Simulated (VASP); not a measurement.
# TaN (P6_3mc) in VASP: a series of runs, part 2 of 2

VASP 6.6.1.

## 3. Single point, r2SCAN

This run uses another cell than the first one, of 12.09 Å³/atom.

POSCAR reads:

```
TaN
1.0
    3.0411249316      0.0000000000      0.0000000000
   -1.5205624658      2.6336914469      0.0000000000
    0.0000000000      0.0000000000      6.0365769366
Ta N
2 2
Direct
    0.3333333333      0.6666666667      0.0326517386
    0.6666666667      0.3333333333      0.5326517386
    0.3333333333      0.6666666667      0.3523482614
    0.6666666667      0.3333333333      0.8523482614
```

INCAR.step1 reads:

```
SYSTEM = TaN
ALGO = Normal ; EDIFF = 1E-5
ENCUT = 770 ; GGA = PE
GGA_COMPAT = .FALSE. ; ISMEAR = -1
LASPH = .TRUE. ; LCHARG = .FALSE.
LREAL = .FALSE. ; LWAVE = .TRUE.
NBANDS = 26 ; NELM = 120
PREC = Accurate ; SIGMA = 0.05
```

INCAR.step2 reads:

```
SYSTEM = TaN
ALGO = Normal ; EDIFF = 1E-6
ENCUT = 770 ; GGA_COMPAT = .FALSE.
ISIF = 2 ; ISMEAR = -1
ISTART = 1 ; LASPH = .TRUE.
LCHARG = .FALSE. ; LMIXTAU = .TRUE.
LREAL = .FALSE. ; LWAVE = .FALSE.
METAGGA = R2SCAN ; NBANDS = 26
NELM = 120 ; PREC = Accurate
SIGMA = 0.05
```

KPOINTS reads:

```
k-points
0
G
  10 10 6
  0 0 0
```

Potentials or basis: VASP PAW PBE potentials, release 64 (Ta_sv_GW, N).

Launch:

```bash
$ cat potpaw_PBE.64/Ta_sv_GW/POTCAR potpaw_PBE.64/N/POTCAR > POTCAR
$ cp INCAR.step1 INCAR
$ mpirun -np 1 vasp_std > vasp.out
$ cp INCAR.step2 INCAR
$ mpirun -np 1 vasp_std > vasp.out
```

It took 4.6 min on 1 thread of Intel Xeon 6975P-C (Granite Rapids), shared host; peak memory 0.28 GiB.

The run converged. Its results:

| Quantity | Value |
| --- | --- |
| Free energy | -123.9708 eV |
| Pressure | 20.4 GPa |
| Largest force | 0.039 eV/Å |
| Band gap on the k mesh | zero (bands 18 and 19 overlap by 0.14 eV) |

Forces in eV/Å, atoms in the order of the input:
```
Ta   0.000  0.000 -0.039
Ta   0.000  0.000 -0.039
N    0.000  0.000  0.039
N    0.000  0.000  0.039
```

Stress tensor (GPa, compression positive):
```
20.11  0.00  0.00
 0.00 20.11  0.00
 0.00  0.00 21.00
```

Levels at points of the mesh, in eV from the Fermi level:
| k point | band 15 | band 16 | band 17 | band 18 | band 19 | band 20 | band 21 | band 22 |
| --- | --- | --- | --- | --- | --- | --- | --- | --- |
| (0.00, 0.00, 0.00) | -4.86 | -4.86 | -1.00 | -0.79 | 0.29 | 0.29 | 2.66 | 2.66 |
| (0.50, 0.00, 0.00) | -5.17 | -3.98 | -2.70 | -0.56 | 1.32 | 2.64 | 3.09 | 4.21 |
| (0.00, 0.00, 0.50) | -5.40 | -5.40 | 0.03 | 0.03 | 1.17 | 1.17 | 1.17 | 1.17 |
| (0.50, 0.00, 0.50) | -5.22 | -5.22 | -1.18 | -1.18 | 1.76 | 1.76 | 4.05 | 4.05 |

Caveat: the cell stands under pressure; the PAW data sets were made with another functional, which shifts forces and pressure a little; spin-orbit coupling is left out, which moves the levels of the heavy elements.

## 4. Relaxation of cell and atoms, r2SCAN+U

POSCAR reads:

```
TaN
1.0
    3.0500020400      0.0000000000      0.0000000000
   -1.5250010200      2.6413792500      0.0000000000
    0.0000000000      0.0000000000      4.9400015300
Ta N
2 2
Direct
    0.3333333333      0.6666666667      0.0000000000
    0.6666666667      0.3333333333      0.5000000000
    0.3333333333      0.6666666667      0.3850000000
    0.6666666667      0.3333333333      0.8850000000
```

INCAR.step1 reads:

```
SYSTEM = TaN
PREC = Accurate ; ENCUT = 600
ISMEAR = -1 ; SIGMA = 0.05
LREAL = .False. ; LASPH = .True.
NELM = 150 ; LMAXMIX = 4
LDAU = .True. ; LDAUTYPE = 2
LDAUL = 2 -1 ; LDAUU = 6 0
LDAUJ = 0 0 ; GGA = PE
ALGO = Normal ; EDIFF = 1E-4
LWAVE = .True. ; LCHARG = .False.
```

INCAR.step2 reads:

```
SYSTEM = TaN
PREC = Accurate ; ENCUT = 600
EDIFF = 1E-6 ; ISMEAR = -1
SIGMA = 0.05 ; LREAL = .False.
LASPH = .True. ; NELM = 150
ALGO = Normal ; ISIF = 3
LWAVE = .False. ; LCHARG = .False.
LMAXMIX = 4 ; LDAU = .True.
LDAUTYPE = 2 ; LDAUL = 2 -1
LDAUU = 6 0 ; LDAUJ = 0 0
LDAUPRINT = 1 ; METAGGA = R2SCAN
LMIXTAU = .True. ; IBRION = 2
NSW = 60 ; EDIFFG = -0.01
ISTART = 1
```

KPOINTS reads:

```
regular mesh
0
Gamma
  10 10 6
  0 0 0
```

Potentials or basis: VASP PAW PBE potentials, release 64 (Ta_pv, N).

Launch:

```bash
$ cat potpaw_PBE.64/Ta_pv/POTCAR potpaw_PBE.64/N/POTCAR > POTCAR
$ cp INCAR.step1 INCAR
$ mpirun -np 1 vasp_std > vasp.out
$ cp INCAR.step2 INCAR
$ mpirun -np 1 vasp_std > vasp.out
```

Wall time 36 min (1 thread of Intel Xeon Platinum 8559C (Emerald Rapids), shared host); peak memory 0.2 GiB.

The run converged. Its results:

| Item | Value |
| --- | --- |
| Free energy | -108.8374 eV |
| Relaxed volume | 13.72 Å³/atom |
| Relaxed cell | a = 3.196 Å, b = 3.196 Å, c = 6.207 Å, α = 90.00°, β = 90.00°, γ = 120.00° |
| Space group after relaxing (to 0.1 Å) | P6_3mc (No. 186) |
| Pressure after relaxing | 0.0 GPa |
| Largest force after relaxing | 0.006 eV/Å |
| Band gap on the k mesh | 0.41 eV (least direct gap 0.51 eV) |

Forces on the atoms (eV/Å):
```
Ta   0.000  0.000  0.006
Ta   0.000  0.000  0.006
N    0.000  0.000 -0.006
N    0.000  0.000 -0.006
```

Stress tensor (GPa, compression positive):
```
-0.02  0.00  0.00
 0.00 -0.02  0.00
 0.00  0.00 -0.11
```

Final structure:
```
Ta N
1.0
     3.19554    0.00000    0.00000
    -1.59777    2.76742    0.00000
     0.00000    0.00000    6.20716
Ta N
2 2
Direct
  0.33333 0.66667 0.03154
  0.66667 0.33333 0.53154
  0.33333 0.66667 0.35346
  0.66667 0.33333 0.85346
```

Levels at points of the mesh, in eV from the valence-band top:
```
           k point  band 12  band 13  band 14  band 15  band 16  band 17  band 18  band 19  band 20
(0.00, 0.00, 0.00)    -5.14    -4.32    -4.32    -1.21    -0.66     1.11     1.11     2.89     2.89
(0.50, 0.00, 0.00)    -5.29    -5.12    -3.73    -1.76    -0.82     1.34     2.67     3.46     4.26
(0.00, 0.00, 0.50)    -4.77    -4.77    -4.77    -0.07    -0.07     1.88     1.88     1.88     1.88
(0.50, 0.00, 0.50)    -5.54    -4.61    -4.61    -0.84    -0.84     1.83     1.83     4.17     4.17
```

Eigenvalues of the final occupation matrices:
```tsv
site	spin	trace	eigenvalues
site 1 d	1	1.03	0.13 0.13 0.25 0.25 0.28
site 1 d	2	1.03	0.13 0.13 0.25 0.25 0.28
site 2 d	1	1.03	0.13 0.13 0.25 0.25 0.28
site 2 d	2	1.03	0.13 0.13 0.25 0.25 0.28
```

Caveat: the volume moved by over 15 % at a fixed basis, so the end points are rough; the PAW data sets were made with another functional, which shifts forces and pressure a little; spin-orbit coupling is left out, which moves the levels of the heavy elements. A k mesh can miss the band edges.

## 5. The runs side by side

| task | level | potentials or basis | U | cell | cutoff (eV) | gap on the mesh (eV) | pressure (GPa) | relaxed volume (Å³/atom) | largest force (eV/Å) |
| --- | --- | --- | --- | --- | --- | --- | --- | --- | --- |
| relaxation of cell and atoms | r2SCAN+U | VASP PAW PBE potentials, release 64 (Ta_pv, N) | Ta d U = 2.0 eV | relaxed from a = 3.050, b = 3.050, c = 4.940 Å, angles 90.0, 90.0, 120.0°, 4 atoms, atomic positions A | 600 | none | 0.0 | 13.22 | - |
| single point | r2SCAN | VASP PAW PBE potentials, release 64 (Ta_sv_GW, N) | - | a = 3.041, b = 3.041, c = 6.037 Å, angles 90.0, 90.0, 120.0°, 4 atoms, atomic positions B | 770 | none | 20.4 | - | 0.04 |
| relaxation of cell and atoms | r2SCAN+U | VASP PAW PBE potentials, release 64 (Ta_pv, N) | Ta d U = 6.0 eV | relaxed from a = 3.050, b = 3.050, c = 4.940 Å, angles 90.0, 90.0, 120.0°, 4 atoms, atomic positions A | 600 | 0.41 | 0.0 | 13.72 | 0.01 |

Alike in all rows: no spin polarisation; k mesh 10 × 10 × 6; smearing fermi-dirac 0.05 eV.

Caveats: the PAW data sets were made with another functional, which shifts forces and pressure a little; spin-orbit coupling is left out, which moves the levels of the heavy elements; the volume moved by over 15 % at a fixed basis, so the end points are rough (at least some runs); U without spin polarisation on a metal has little footing (at least some runs); the cell stands under pressure (at least some runs).

Absolute energies hang on the potentials; compare differences alone.
